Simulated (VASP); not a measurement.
Wanted: the native input for a VASP 6.6.1 run.

| Property | Result |
| --- | --- |
| Task | single point |
| Functional | LDA |
| Potentials or basis | VASP PAW LDA potentials, release 64 (Ni) |
| Cutoff | 520 eV |
| k mesh | 19 × 19 × 19 |
| Occupations | fermi-dirac, width 0.1 eV |
| Spin | collinear spin, ferromagnetic start |
| Starting moments | [1.0] μB |
| Dipole correction | no |
| Further INCAR settings | ALGO = Normal; EDIFF = 1e-06; NBANDS = 15 |

The structure of Ni lies in POSCAR:

```
Ni
1.0
    2.0813710153      0.0000000000      0.0000000000
    0.0000000000      2.0813710153      0.0000000000
    0.0000000000      0.0000000000      2.0813710153
Ni
1
Direct
    0.0000000000      0.0000000000      0.0000000000
```

This cell differs from its parent crystal: volume scaled by 0.78.

One way to write it, as run:

INCAR

```
SYSTEM = Ni
PREC     = Accurate       ! precision mode
ENCUT    = 520            ! plane-wave cutoff, eV
EDIFF    = 1E-6           ! SCF threshold, eV
ISMEAR   = -1             ! smearing method
SIGMA    = 0.1            ! smearing width, eV
LREAL    = .False.        ! projectors in reciprocal space
LASPH    = .True.         ! aspherical terms in the spheres
NELM     = 150            ! most SCF steps
ALGO     = Normal         ! electronic algorithm
ISIF     = 2              ! what is computed and relaxed
LWAVE    = .False.        ! write WAVECAR
LCHARG   = .False.        ! write CHGCAR
ISPIN    = 2              ! spin polarisation
MAGMOM   = 1              ! initial moments
LORBIT   = 11             ! projections on sites
LMAXMIX  = 4              ! l up to which the mixer works
NBANDS   = 15             ! bands
```

KPOINTS

```
regular mesh
0
Gamma
  19 19 19
  0 0 0
```

Potentials or basis: VASP PAW LDA potentials, release 64 (Ni).

Run with:

```console
$ cat potpaw_LDA.64/Ni/POTCAR > POTCAR
$ mpirun -np 1 vasp_std > vasp.out
```

It gave:

```
Pressure                                              : 81.8 GPa
Band gap on the k mesh                                : zero (filled and empty bands overlap)
Net moment                                            : 0.00 μB per cell
Valence electrons inside the program's atomic spheres : Ni 9.94
```

It took 22 s on 1 thread of Intel(R) Xeon(R) Platinum 8375C CPU @ 2.90GHz (Ice Lake), on a shared host, peak memory 0.15 GiB.
